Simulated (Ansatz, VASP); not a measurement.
# KNbO3: VASP beside Ansatz

```
K Nb O
1.0
     4.02598    0.00000    0.00000
     0.00000    4.02598    0.00000
     0.00000    0.00000    4.02598
K Nb O
1 1 3
Direct
  0.00000 0.00000 0.00000
  0.50000 0.50000 0.50000
  0.00000 0.50000 0.50000
  0.50000 0.00000 0.50000
  0.50000 0.50000 0.00000
```

Alike in both runs: functional PBE; k mesh 6 × 6 × 6; no spin polarisation.

Ansatz relaxed the structure, and its values are those at the end. VASP's run is a single point on that final structure, the one shown.

|  | VASP | Ansatz |
| --- | --- | --- |
| version | VASP 6.6.1 | Ansatz 0.2.0 |
| potentials or method | VASP PAW PBE potentials, release 64 (K_sv, Nb_sv, O) | plane waves, PAW |
| plane-wave cutoff (eV) | 600 | 420 |
| occupations | methfessel-paxton of order 1, width 0.02 eV | cold, width 0.02 eV |
| valence electrons in the cell | 40 | 40 |

```csv
,VASP,Ansatz,Ansatz less VASP
pressure (GPa),-0.2,0.1,+0.26
```
